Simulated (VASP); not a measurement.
A run of VASP 6.6.1:

File INCAR:

```
SYSTEM = PtSe2
PREC = Accurate
ENCUT = 520
EDIFF = 1E-6
ISMEAR = -1
SIGMA = 0.15
LREAL = .False.
LASPH = .True.
NELM = 60
ALGO = Normal
ISIF = 2
LWAVE = .False.
LCHARG = .False.
GGA = PE
IVDW = 12
NBANDS = 18
```

File KPOINTS:

```
regular mesh
0
Gamma
  9 9 6
  0 0 0
```

The input POSCAR:

```
PtSe2
1.0
    3.7730056198      0.0000000000      0.0000000000
   -1.8865028099      3.2675201301      0.0000000000
    0.0000000000      0.0000000000      5.1286129021
Pt Se
1 2
Direct
    0.0000000000      0.0000000000      0.0000000000
    0.3333333333      0.6666666667      0.2500000000
    0.6666666667      0.3333333333      0.7500000000
```

Potentials or basis: VASP PAW PBE potentials, release 64 (Pt, Se).

Command:

```bash
$ cat potpaw_PBE.64/Pt/POTCAR potpaw_PBE.64/Se/POTCAR > POTCAR
$ mpirun -np 1 vasp_std > vasp.out
```

Hardware: 1 thread of Intel(R) Xeon(R) 6975P-C (Granite Rapids), on a shared host.

Q: Estimate the wall time of this run.

A: Wall time 27 s on 1 thread of Intel(R) Xeon(R) 6975P-C (Granite Rapids) (shared host), peak memory 0.23 GiB. Counts: scf iterations 13, k points 62.
